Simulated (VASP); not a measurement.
# Na (Fm-3m) in VASP: a series of runs, part 2 of 2

VASP 6.6.1. Earlier steps stand in the parts before.

### 4 Relaxation of cell and atoms, PBEsol, target pressure 120 GPa, at which the enthalpy is minimised

The input, INCAR:

```
SYSTEM = Na
  PREC = Accurate
  ENCUT = 500
  EDIFF = 1E-7
  ISMEAR = 0
  SIGMA = 0.1
  LREAL = .FALSE.
  LASPH = .TRUE.
  NELM = 120
  ALGO = Normal
  ISIF = 3
  LWAVE = .FALSE.
  LCHARG = .FALSE.
  GGA = PS
  IBRION = 2
  NSW = 70
  EDIFFG = -0.004
  PSTRESS = 1200.0
  GGA_COMPAT = .FALSE.
  NELMIN = 4
```

The input, KPOINTS:

```
regular mesh
0
G
  22 22 22
  0 0 0
```

The input, POSCAR:

```
Na
1.0
    0.0000000000      1.6029829885      1.6029829885
    1.6029829885      0.0000000000      1.6029829885
    1.6029829885      1.6029829885      0.0000000000
Na
1
Direct
    0.0000000000      0.0000000000      0.0000000000
```

Potentials or basis: VASP PAW PBE potentials, release 64 (Na_pv).

Started as:

```console
$ cat potpaw_PBE.64/Na_pv/POTCAR > POTCAR
$ mpirun -np 1 vasp_std > vasp.out
```

OUTCAR:

```text
SYSTEM = Na
   PREC = Accurate
   ENCUT = 500
   EDIFF = 1E-7
   ISMEAR = 0
   LREAL = .FALSE.
   LASPH = .TRUE.
   NELM = 120
   ISIF = 3
   GGA = PS
   IBRION = 2
   NSW = 70
   EDIFFG = -0.004
   PSTRESS = 1200.0
   NELMIN = 4

 ion  position               nearest neighbor table
   1  0.000  0.000  0.000-

  LATTYP: Found a face centered cubic cell.
 ALAT       =     3.2059659770

  Lattice vectors:

 A1 = (   0.0000000000,   1.6029829885,   1.6029829885)
 A2 = (   1.6029829885,   0.0000000000,   1.6029829885)
 A3 = (   1.6029829885,   1.6029829885,   0.0000000000)

Analysis of symmetry for initial positions (statically):
=====================================================================
 Subroutine PRICEL returns:
[... 169 lines left out ...]
  free energy    TOTEN  =         3.61264298 eV

  energy without entropy =        3.61394400  energy(sigma->0) =        3.61329349

 E-fermi :  11.7449     XC(G=0): -12.4252

 val. band max:       11.6955129548   @ k =  -0.3182   0.2273   0.0000
 cond. band min:      11.7469066323   @ k =  -0.4091   0.0909   0.0000
 fundamental gap:      0.0513936775
 Fermi energy:        11.7449017863
[... 595 lines left out ...]
  energy  without entropy=        1.7805480933  energy(sigma->0) =        1.77968524

  enthalpy is  TOTEN    =         9.4017724611 eV   P V=        7.6229500829

[... ionic steps 4 to 16 ...]

--------------------------------------- Ionic step       17  -------------------------------------------

 number of electron       6.9999993 magnetization

------------------------ aborting loop because EDIFF is reached ----------------------------------------
[... 69 lines left out ...]
--------------------------------------- Ionic step       19  -------------------------------------------

 number of electron       6.9999993 magnetization

 Free energy of the ion-electron system (eV)
  ---------------------------------------------------
  ext. energy  EPLUGINS =         0.00000000
  ---------------------------------------------------
  free energy    TOTEN  =         1.94695263 eV

  energy without entropy =        1.94863357  energy(sigma->0) =        1.94779310

 E-fermi :   9.0432     XC(G=0): -11.4214

 val. band max:        9.0360314008   @ k =  -0.2273   0.3182   0.0909
 cond. band min:       9.0672538583   @ k =   0.5000   0.1818   0.0455
 fundamental gap:      0.0312224575
 Fermi energy:         9.0431787366
[... 272 lines left out ...]
  energy  without entropy=        1.9486335720  energy(sigma->0) =        1.94779310

  enthalpy is  TOTEN    =         9.3962657842 eV   P V=        7.4493131531

 reached required accuracy - stopping structural energy minimisation
```

OSZICAR:

```text
N       E                     dE             d eps       ncg     rms          rms(c)
DAV:   1     0.167362848944E+02    0.16736E+02   -0.45369E+03  4599   0.134E+03
DAV:   2     0.361417773989E+01   -0.13122E+02   -0.13092E+02  5964   0.126E+02
DAV:   3     0.356347949810E+01   -0.50698E-01   -0.50697E-01  5068   0.105E+01
[... 129 lines left out ...]
DAV:   1     0.194693592562E+01    0.49307E-02   -0.55330E-04  4592   0.599E-01    0.286E-02
DAV:   2     0.194694887990E+01    0.12954E-04   -0.15198E-05  4606   0.982E-02    0.144E-02
DAV:   3     0.194695243514E+01    0.35552E-05   -0.66200E-06  5019   0.628E-02    0.162E-03
DAV:   4     0.194695261832E+01    0.18318E-06   -0.27136E-07  3514   0.134E-02    0.857E-05
DAV:   5     0.194695263105E+01    0.12739E-07   -0.29522E-09  2296   0.858E-04
  19 F= 0.93962658E+01 E0= 0.93971063E+01  d E =-.219247E-04
```

CONTCAR:

```text
Na
   1.00000000000000
     0.0000000000000000    1.7068886506411232    1.7068886506411232
     1.7068886506411227    0.0000000000000000    1.7068886506411232
     1.7068886506411227    1.7068886506411232   -0.0000000000000000
  Na
     1
Direct
     0.0000000000000000    0.0000000000000000    0.0000000000000000

  0.00000000E+00  0.00000000E+00  0.00000000E+00
```

Run time: 4.5 min. Hardware: 1 thread of Intel Xeon 8259CL, shared host; peak memory 0.12 GiB.

Results:

```
Free energy                                                : 1.9470 eV
Relaxed volume                                             : 9.95 Å³/atom
Relaxed cell                                               : a = 2.414 Å, b = 2.414 Å, c = 2.414 Å, α = 60.00°, β = 60.00°, γ = 60.00°
Space group after relaxing (to 0.1 Å)                      : Fm-3m (No. 225)
Energy change on relaxing (the run minimises the enthalpy) : -1665.7 meV/atom
Ionic steps                                                : 19
Pressure after relaxing                                    : 120.0 GPa
Band gap on the k mesh                                     : zero (an odd number of electrons rules out a gap without spin polarisation)
```

Step by step:
```tsv
step	energy change (eV)	largest force (eV/Å)	pressure (GPa)	volume (Å³)
1	0.0000	0.0000	201.60	8.24
2	-3.6391	0.0000	41.93	14.32
3	-1.8338	0.0000	112.48	10.18
4	-1.6813	0.0000	119.30	9.97
5	-1.6538	0.0000	120.59	9.93
6	-1.6541	0.0000	120.53	9.93
7	-1.6550	0.0000	120.49	9.93
8	-1.6550	0.0000	120.49	9.93
9	-1.6550	0.0000	120.49	9.93
10	-1.6550	0.0000	120.49	9.93
11	-1.6551	0.0000	120.49	9.93
12	-1.6552	0.0000	120.48	9.93
13	-1.6555	0.0000	120.47	9.93
14	-1.6560	0.0000	120.45	9.93
15	-1.6569	0.0000	120.40	9.93
16	-1.6589	0.0000	120.31	9.94
17	-1.6628	0.0000	120.13	9.94
18	-1.6706	0.0000	119.77	9.95
19	-1.6657	0.0000	120.02	9.95
```

Final structure:
```cif
data_structure
_symmetry_space_group_name_H-M 'P 1'
_symmetry_Int_Tables_number 1
_cell_length_a 2.4139
_cell_length_b 2.4139
_cell_length_c 2.4139
_cell_angle_alpha 60.000
_cell_angle_beta 60.000
_cell_angle_gamma 60.000
_cell_volume 9.95
loop_
_atom_site_label
_atom_site_type_symbol
_atom_site_fract_x
_atom_site_fract_y
_atom_site_fract_z
_atom_site_occupancy
Na1 Na 0.00000 0.00000 0.00000 1
```

Levels at points of the mesh, in eV from the Fermi level:
```
           k point  band 2  band 3  band 4  band 5  band 6  band 7
(0.00, 0.00, 0.00)  -26.37  -26.37   -7.48   20.77   20.77   20.77
(0.50, 0.00, 0.00)  -26.54  -26.54    1.05    2.12   18.49   18.49
(0.50, 0.50, 0.00)  -26.88  -26.88    2.59    4.48    9.33   17.09
```

Caveat: the cell is relaxed towards a set pressure, so the run minimises the enthalpy, not the energy; the volume moved by over 15 % at a fixed basis, so the end points are rough; the PAW data sets were made with another functional, which shifts forces and pressure a little.

The gap in the log of VASP goes by the Fermi energy; the results here count the filled bands.